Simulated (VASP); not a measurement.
# AgB2 (P6/mmm) in VASP: notebook

The runs below take AgB2 through single point, with revPBE, PBE+D3(BJ), PBE+D4.

Program: VASP 6.6.1. These are calculated values, not measurements. Logs are shortened: lines on timing, memory, paths and dates and some standing lists are left out, and cuts for length are marked.

## Step 1: The cell of the first run

Symmetry: P6/mmm, No. 191, hexagonal system. The conventional cell has a = 2.845 Å, b = 2.845 Å, c = 3.602 Å, α = 90.00°, β = 90.00°, γ = 120.00°. Within 3.2 Å of Ag (site symmetry 6/mmm) lie 12 B at 2.44 Å and 6 Ag at 2.85 Å. B (site symmetry -6m2) has 3 B at 1.64 Å within 2.2 Å.

## Step 2: Single point, revPBE

The input, INCAR:

```
PREC = Accurate
ENCUT = 520
EDIFF = 1E-7
ISMEAR = 0
SIGMA = 0.05
LREAL = F
LASPH = T
NELM = 60
ALGO = Normal
ISIF = 2
LWAVE = F
LCHARG = F
GGA = RE
NBANDS = 16
```

The input, KPOINTS:

```
Automatic mesh
0
Gamma
  10 10 8
```

The input, POSCAR:

```
AgB2
1.0
    2.8451210746      0.0000000000      0.0000000000
   -1.4225605373      2.4639471274      0.0000000000
    0.0000000000      0.0000000000      3.6023507886
Ag B
1 2
Direct
    0.0000000000      0.0000000000      0.0000000000
    0.3333333333      0.6666666667      0.5000000000
    0.6666666667      0.3333333333      0.5000000000
```

Potentials or basis: VASP PAW PBE potentials, release 64 (Ag, B).

The run is started by

```console
> cat potpaw_PBE.64/Ag/POTCAR potpaw_PBE.64/B/POTCAR > POTCAR
> mpirun -np 1 vasp_std > vasp.out
```

OUTCAR:

```text
PREC = Accurate
   ENCUT = 520
   EDIFF = 1E-7
   ISMEAR = 0
   LREAL = F
   LASPH = T
   NELM = 60
   ISIF = 2
   GGA = RE

 ion  position               nearest neighbor table
   1  0.000  0.000  0.000-   2 2.44   3 2.44   2 2.44   3 2.44   2 2.44   2 2.44   3 2.44   3 2.44
                             3 2.44   3 2.44   2 2.44   2 2.44
   2  0.333  0.667  0.500-   3 1.64   3 1.64   3 1.64   1 2.44   1 2.44   1 2.44   1 2.44   1 2.44
                             1 2.44
   3  0.667  0.333  0.500-   2 1.64   2 1.64   2 1.64   1 2.44   1 2.44   1 2.44   1 2.44   1 2.44
                             1 2.44

  LATTYP: Found a hexagonal cell.
 ALAT       =     2.8451210746
 C/A-ratio  =     1.2661502601

  Lattice vectors:

 A1 = (   2.8451210746,   0.0000000000,   0.0000000000)
 A2 = (  -1.4225605373,   2.4639471274,   0.0000000000)
 A3 = (   0.0000000000,   0.0000000000,   3.6023507886)

Analysis of symmetry for initial positions (statically):
=====================================================================
 Subroutine PRICEL returns:
 Original cell was already a primitive cell.

 Routine SETGRP: Setting up the symmetry group for a
 hexagonal supercell.

 Subroutine GETGRP returns: Found 24 space group operations
 (whereof 24 operations were pure point group operations)
 out of a pool of 24 trial point group operations.

The static configuration has the point symmetry D_6h.

Analysis of symmetry for dynamics (positions and initial velocities):
=====================================================================
 Subroutine PRICEL returns:
 Original cell was already a primitive cell.

 Routine SETGRP: Setting up the symmetry group for a
 hexagonal supercell.

 Subroutine GETGRP returns: Found 24 space group operations
 (whereof 24 operations were pure point group operations)
 out of a pool of 24 trial point group operations.

The dynamic configuration has the point symmetry D_6h.

 Subroutine INISYM returns: Found 24 space group operations
 (whereof 24 operations are pure point group operations),
 and found     1 'primitive' translations

----------------------------------------------------------------------------------------

                                     Primitive cell

  volume of cell :      25.2533

  direct lattice vectors                    reciprocal lattice vectors
     2.845121075  0.000000000  0.000000000     0.351478891  0.202926432  0.000000000
    -1.422560537  2.463947127  0.000000000     0.000000000  0.405852865  0.000000000
     0.000000000  0.000000000  3.602350789     0.000000000  0.000000000  0.277596508

  length of vectors
     2.845121075  2.845121075  3.602350789     0.405852865  0.405852865  0.277596508

  position of ions in fractional coordinates (direct lattice)
     0.000000000  0.000000000  0.000000000
     0.333333333  0.666666667  0.500000000
     0.666666667  0.333333333  0.500000000

  ion indices of the primitive-cell ions
   primitive index   ion index
                 1           1
                 2           2
                 3           3

----------------------------------------------------------------------------------------

 KPOINTS: Automatic mesh

Automatic generation of k-mesh.
 Grid dimensions read from file:
 generate k-points for:   10   10    8

 Generating k-lattice:

  Cartesian coordinates                     Fractional coordinates (reciprocal lattice)
     0.035147889  0.020292643  0.000000000     0.100000000  0.000000000  0.000000000
     0.000000000  0.040585286  0.000000000     0.000000000  0.100000000  0.000000000
     0.000000000  0.000000000  0.034699564     0.000000000  0.000000000  0.125000000

  Length of vectors
     0.040585286  0.040585286  0.034699564

  Shift w.r.t. Gamma in fractional coordinates (k-lattice)
     0.000000000  0.000000000  0.000000000

 Subroutine IBZKPT returns following result:
 ===========================================

 Found     70 irreducible k-points:

 Following reciprocal coordinates:
            Coordinates               Weight
  0.000000  0.000000  0.000000      1.000000
  0.100000  0.000000  0.000000      6.000000
  0.200000  0.000000  0.000000      6.000000
  0.300000  0.000000  0.000000      6.000000
  0.400000 -0.000000  0.000000      6.000000
  0.500000  0.000000  0.000000      3.000000
[... 16 lines left out ...]
  0.300000  0.100000  0.125000     24.000000
  0.400000  0.100000  0.125000     24.000000
 [... further k-points ...]
   k-points           NKPTS =     70   k-points in BZ     NKDIM =     70   number of bands    NBANDS=     16
   number of dos      NEDOS =    301   number of ions     NIONS =      3
   total plane-waves  NPLWV =  16128
   dimension x,y,z NGX =    24 NGY =   24 NGZ =   28
   dimension x,y,z NGXF=    48 NGYF=   48 NGZF=   56
   ions per type =               1   2
   NGX,Y,Z   is equivalent  to a cutoff of  14.02, 14.02, 12.92 a.u.
   NGXF,Y,Z  is equivalent  to a cutoff of  28.05, 28.05, 25.84 a.u.
 SYSTEM =  unknown system
   PREC   = accura    normal or accurate (medium, high low for compatibility)
   ISTART =      0    job   : 0-new  1-cont  2-samecut
   ICHARG =      2    charge: 1-file 2-atom 10-const
   ISPIN  =      1    spin polarized calculation?
   LNONCOLLINEAR =      F non collinear calculations
   LSORBIT =      F    spin-orbit coupling
   LASPH  =      T    aspherical Exc in radial PAW
   ENCUT  =  520.0 eV  38.22 Ry    6.18 a.u.   5.29  5.29  6.70*2*pi/ulx,y,z
   NELM   =     60;   NELMIN=  2; NELMDL= -5     # of ELM steps
   EDIFF  = 0.1E-06   stopping-criterion for ELM
   LREAL  =      F    real-space projection
   EDIFFG = 0.1E-05   stopping-criterion for IOM
   NSW    =      0    number of steps for IOM
   IBRION =     -1    ionic relax: 0-MD 1-quasi-New 2-CG
   NFREE  =      0    steps in history (QN), initial steepest desc. (CG)
   ISIF   =      2    stress and relaxation
   ISYM   =      2    0-nonsym 1-usesym 2-fastsym
   POTIM  = 0.5000    time-step for ionic-motion
   TEBEG  =    0.0;   TEEND  =   0.0 temperature during run
   PSTRESS=    0.0 pullay stress
   NELECT =      17.0000    total number of electrons
   NUPDOWN=      -1.0000    fix difference up-down
   EMIN   =  10.00;   EMAX   =-10.00  energy-range for DOS
   EFERMI =   0.00;   METHOD = LEGACY
   ISMEAR =     0;   SIGMA  =   0.05  broadening in eV -4-tet -1-fermi 0-gaus
   EFERMI_NEDOS =   21; number of points for ismear=-14 and -15
   IALGO  =     38    algorithm
   IMIX   =      4    mixing-type and parameters
     AMIX     =   0.40;   BMIX     =  1.00
     AMIX_MAG =   1.60;   BMIX_MAG =  1.00
  volume/ion in A,a.u.               =       8.42        56.81
  Fermi-wavevector in a.u.,A,eV,Ry     =   1.434779  2.711340 28.008838  2.058592
  Thomas-Fermi vector in A             =   2.554150
   LORBIT       =      0    0 simple, 1 ext, 2 COOP (PROOUT), +10 PAW based schemes
   GGA     = RE    functional components
   LHFCALC =     F    Hartree Fock is set to
   AEXX    =    0.0000 exact exchange contribution
   IVDW    =     0    specifies the selected vdW correction
   LEPSILON=     F    determine dielectric tensor
   LRPA    =     F    only Hartree local field effects (RPA)
 non-spin polarized calculation
 Gauss-broadening in eV      SIGMA  =   0.05
  energy-cutoff  :      520.00
  volume of cell :       25.25
 maximum number of plane-waves:       709
 NGX is ok and might be reduce to    24
   NGX = 11   NGY = 11   NGZ = 13

 number of electron      17.0000000 magnetization

 Free energy of the ion-electron system (eV)
  ---------------------------------------------------
  ext. energy  EPLUGINS =         0.00000000
  ---------------------------------------------------
  free energy    TOTEN  =       -12.54781184 eV

  energy without entropy =      -12.54618226  energy(sigma->0) =      -12.54699705

 E-fermi :  10.4532     XC(G=0): -13.2233

 val. band max:       10.4261767460   @ k =   0.4000  -0.0000   0.5000
 cond. band min:      10.4716093050   @ k =   0.2000   0.0000   0.2500
 fundamental gap:      0.0454325591
 Fermi energy:        10.4532495057

 k-point     1 :       0.0000    0.0000    0.0000
  band No.  band energies     occupation
      1      -3.7607      2.00000
      2       3.3109      2.00000
      3       4.4150      2.00000
      4       4.4150      2.00000
      5       5.7985      2.00000
      6       5.8259      2.00000
[... 8 lines left out ...]
     15      28.8662      0.00000
     16      29.8567      0.00000

 k-point     2 :       0.1000    0.0000    0.0000
  band No.  band energies     occupation
      1      -3.5520      2.00000
      2       3.4597      2.00000
      3       4.2623      2.00000
      4       4.5688      2.00000
      5       4.7639      2.00000
      6       5.7866      2.00000
[... 8 lines left out ...]
     15      29.5379      0.00000
     16      29.9522      0.00000

 k-point     3 :       0.2000    0.0000    0.0000
  band No.  band energies     occupation
      1      -2.9400      2.00000
      2       3.6667      2.00000
      3       3.9590      2.00000
      4       4.0013      2.00000
      5       4.9991      2.00000
      6       5.6850      2.00000
[... 8 lines left out ...]
     15      29.2413      0.00000
     16      29.8430      0.00000

 k-point     4 :       0.3000    0.0000    0.0000
  band No.  band energies     occupation
      1      -1.9660      2.00000
      2       3.1882      2.00000
      3       3.3978      2.00000
      4       4.0451      2.00000
      5       5.5623      2.00000
      6       5.6122      2.00000
[... 8 lines left out ...]
     15      27.0673      0.00000
     16      28.9237      0.00000
[... 324 lines left out ...]
 k-point    22 :       0.2000    0.1000    0.1250
  band No.  band energies     occupation
      1      -2.2287      2.00000
      2       3.3020      2.00000
      3       3.7005      2.00000
      4       4.0757      2.00000
      5       5.3007      2.00000
      6       5.4869      2.00000
[... 8 lines left out ...]
     15      25.2564      0.00000
     16      29.3777      0.00000

 k-point    23 :       0.3000    0.1000    0.1250
  band No.  band energies     occupation
      1      -1.1390      2.00000
      2       2.6202      2.00000
      3       3.4840      2.00000
      4       3.9991      2.00000
      5       5.0679      2.00000
      6       5.9955      2.00000
[... 8 lines left out ...]
     15      25.3110      0.00000
     16      27.8259      0.00000

 k-point    24 :       0.4000    0.1000    0.1250
  band No.  band energies     occupation
      1       0.1679      2.00000
      2       1.5605      2.00000
      3       3.4250      2.00000
      4       3.6234      2.00000
      5       4.8910      2.00000
      6       6.4385      2.00000
[... 8 lines left out ...]
     15      26.4782      0.00000
     16      28.2250      0.00000

 [... further k-points ...]

------------------------ aborting loop because EDIFF is reached ----------------------------------------

  FORCE on cell =-STRESS in cart. coord.  units (eV):
  Direction    XX          YY          ZZ          XY          YZ          ZX
  --------------------------------------------------------------------------------------
  -------------------------------------------------------------------------------------
  Total        9.8432214      9.8432214      9.8100611      0.0000000     -0.0000000      0.0000000
  in kB      624.4960531    624.4960530    622.3922215      0.0000000     -0.0000000      0.0000000
  external PRESSURE =     623.7947759 kB  Pullay stress =       0.0000000 kB

 VOLUME and BASIS-vectors are now :
 -----------------------------------------------------------------------------
  energy-cutoff  :      520.00
  volume of cell :       25.25
      direct lattice vectors                 reciprocal lattice vectors
     2.845121075  0.000000000  0.000000000     0.351478891  0.202926432  0.000000000
    -1.422560537  2.463947127  0.000000000     0.000000000  0.405852865  0.000000000
     0.000000000  0.000000000  3.602350789     0.000000000  0.000000000  0.277596508

 POSITION                                       TOTAL-FORCE (eV/Angst)
 -----------------------------------------------------------------------------------
      0.00000      0.00000      0.00000         0.000000     -0.000000     -0.000000
     -0.00000      1.64263      1.80118        -0.000000      0.000000      0.000000
      1.42256      0.82132      1.80118        -0.000000     -0.000000     -0.000000
 -----------------------------------------------------------------------------------
    total drift:                               -0.000000      0.000000      0.000000

  FREE ENERGIE OF THE ION-ELECTRON SYSTEM (eV)
  ---------------------------------------------------
  free  energy   TOTEN  =       -12.5478118384 eV

  energy  without entropy=      -12.5461822633  energy(sigma->0) =      -12.54699705
```

It took 23 s on 1 thread of AMD EPYC 7R13 (Zen 3), shared host; peak memory 0.13 GiB.

Results:

```yaml
Free_energy: -12.5478 eV
Pressure: 62.4 GPa
```

Caveat: the PAW data sets were made with another functional, which shifts forces and pressure a little.

## Step 3: Single point, PBE+D3(BJ)

The input, INCAR:

```
ALGO     = Normal         # electronic algorithm
EDIFF    = 1E-6           # SCF threshold, eV
ENCUT    = 520            # plane-wave cutoff, eV
GGA      = PE             # functional
ISIF     = 2              # what is computed and relaxed
ISMEAR   = 0              # smearing method
IVDW     = 12             # dispersion correction
LASPH    = T              # aspherical terms in the spheres
LCHARG   = T              # write CHGCAR
LELF     = T              # ELF
LREAL    = F              # projectors in reciprocal space
LVHAR    = T            
LWAVE    = F              # write WAVECAR
NBANDS   = 16             # bands
NELM     = 80             # most SCF steps
PREC     = Accurate       # precision mode
SIGMA    = 0.05           # smearing width, eV
```

The input, KPOINTS:

```
k-points
0
Gamma
  10 10 8
```

The input, POSCAR:

```
AgB2
1.0
    2.8442575057      0.0000000000      0.0000000000
   -1.4221287528      2.4631992548      0.0000000000
    0.0000000000      0.0000000000      3.6045386006
Ag B
1 2
Direct
    0.0000000000      0.0000000000      0.0000000000
    0.3333333333      0.6666666667      0.5000000000
    0.6666666667      0.3333333333      0.5000000000
```

Potentials or basis: VASP PAW PBE potentials, release 64 (Ag, B).

The run is started by

```console
> cat potpaw_PBE.64/Ag/POTCAR potpaw_PBE.64/B/POTCAR > POTCAR
> mpirun -np 1 vasp_std > vasp.out
```

Run time: 28 s. Hardware: 1 thread of AMD EPYC 7R13 (Zen 3), shared host; peak memory 0.14 GiB.

It converged, with:

```
Free energy                : -14.8132 eV
Pressure                   : 50.3 GPa
Dispersion energy per atom : -0.417 eV
```

Levels at points of the mesh, in eV from the Fermi level:
```
           k point  band 4  band 5  band 6  band 7  band 8  band 9  band 10  band 11  band 12  band 13
(0.00, 0.00, 0.00)   -6.03   -4.66   -4.62   -4.62    1.33    1.33     3.24     7.55     7.55    10.18
(0.50, 0.00, 0.00)   -7.02   -5.02   -3.84   -2.74   -2.56    2.37     3.90     4.69     7.63     9.61
(0.00, 0.00, 0.50)   -5.78   -5.63   -4.94   -4.94    0.63    0.63     9.02     9.67     9.67    10.46
(0.50, 0.00, 0.50)   -6.28   -4.67   -3.93   -3.83   -2.05   -0.08     1.57     6.84    10.99    11.24
```

Caveat: three body term missing; pairwise dispersion overbinds metals, which lowers pressure and volume.

(Part 1 of 2 ends here.)
